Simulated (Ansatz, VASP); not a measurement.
# Mo2Ir in VASP and in Ansatz

```
Mo Ir
1.0
     0.00000    3.61103    3.61103
     3.61103    0.00000    3.61103
     3.61103    3.61103    0.00000
Mo Ir
4 2
Direct
  0.12500 0.12500 0.12500
  0.62500 0.12500 0.12500
  0.12500 0.12500 0.62500
  0.12500 0.62500 0.12500
  0.50000 0.50000 0.50000
  0.75000 0.75000 0.75000
```

Alike in both runs: functional PBE; k mesh 10 × 10 × 10; occupations gaussian, width 0.1 eV; no spin polarisation.

Ansatz relaxed the structure, and its values are those at the end. VASP's run is a single point on that final structure, the one shown.

|  | VASP | Ansatz |
| --- | --- | --- |
| version | VASP 6.6.1 | Ansatz 0.2.0 |
| potentials or method | VASP PAW PBE potentials, release 64 (Mo_sv, Ir), cutoff 520 eV | scalar-relativistic, plane waves, PAW |
| valence electrons in the cell | 74 | 90 |

```csv
,VASP,Ansatz,Ansatz less VASP
gap on the k mesh at the Fermi level (eV),none,none,-
pressure (GPa),0.4,0.0,-0.44
```

A gap of «none» marks a metal or a gap that the smearing closes. With one functional, cell and mesh, what is left measures potentials, basis and numerics. VASP's potentials hold 74 valence electrons a cell and Ansatz's 90, so a difference there can come from the potentials and not from the codes.

Spin-orbit coupling is off throughout.
